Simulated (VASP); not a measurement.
Set up this calculation in VASP 6.6.1, as the native input.

* Task: relaxation of cell and atoms
* Functional: PBEsol
* Potentials or basis: VASP PAW PBE potentials, release 64 (B, N)
* Cutoff: 600 eV
* k mesh: 16 × 16 × 6
* Occupations: fermi-dirac, width 0.1 eV
* Spin: no spin polarisation
* Dipole correction: no
* Further INCAR settings: ALGO = Normal; EDIFF = 1e-06; IBRION = 2; EDIFFG = -0.002; NSW = 100; ISIF = 3

The structure of BN lies in POSCAR:

```
BN
1.0
    2.4982400000      0.0000000000      0.0000000000
   -1.2491200000      2.1635393048      0.0000000000
    0.0000000000      0.0000000000      6.6357000000
B N
2 2
Direct
    0.3333333333      0.6666666667      0.2500000000
    0.6666666667      0.3333333333      0.7500000000
    0.3333333333      0.6666666667      0.7500000000
    0.6666666667      0.3333333333      0.2500000000
```

The input as run:

INCAR

```
ALGO = Normal ; EDIFF = 1E-6
EDIFFG = -0.002 ; ENCUT = 600
GGA = PS ; IBRION = 2
ISIF = 3 ; ISMEAR = -1
LASPH = True ; LCHARG = False
LREAL = False ; LWAVE = False
NELM = 100 ; NSW = 100
PREC = Accurate ; SIGMA = 0.1
```

KPOINTS

```
k-points
0
Gamma
  16 16 6
```

Potentials or basis: VASP PAW PBE potentials, release 64 (B, N).

Run with:

```sh
$ cat potpaw_PBE.64/B/POTCAR potpaw_PBE.64/N/POTCAR > POTCAR
$ mpirun -np 1 vasp_std > vasp.out
```

Results of the run:

```json
{
 "Relaxed volume": "9.38 Å³/atom",
 "Relaxed cell": "a = 2.505 Å, b = 2.505 Å, c = 6.907 Å, α = 90.00°, β = 90.00°, γ = 120.00°",
 "Space group after relaxing (to 0.05 Å)": "P6_3/mmc (No. 194)",
 "Energy gained by relaxing": "1.2 meV/atom",
 "Ionic steps": "11",
 "Pressure after relaxing": "0.0 GPa",
 "Band gap on the k mesh": "4.20 eV, indirect (least direct gap 4.63 eV)"
}
```

Caveat: the PAW data sets were made with another functional, which shifts forces and pressure a little; this functional lacks dispersion, which binds the layers, so the pressure and a relaxed spacing across them are unreliable.

Wall time 4.2 min on 1 thread of Intel(R) Xeon(R) Platinum 8375C CPU @ 2.90GHz (Ice Lake) (shared host), peak memory 0.19 GiB.
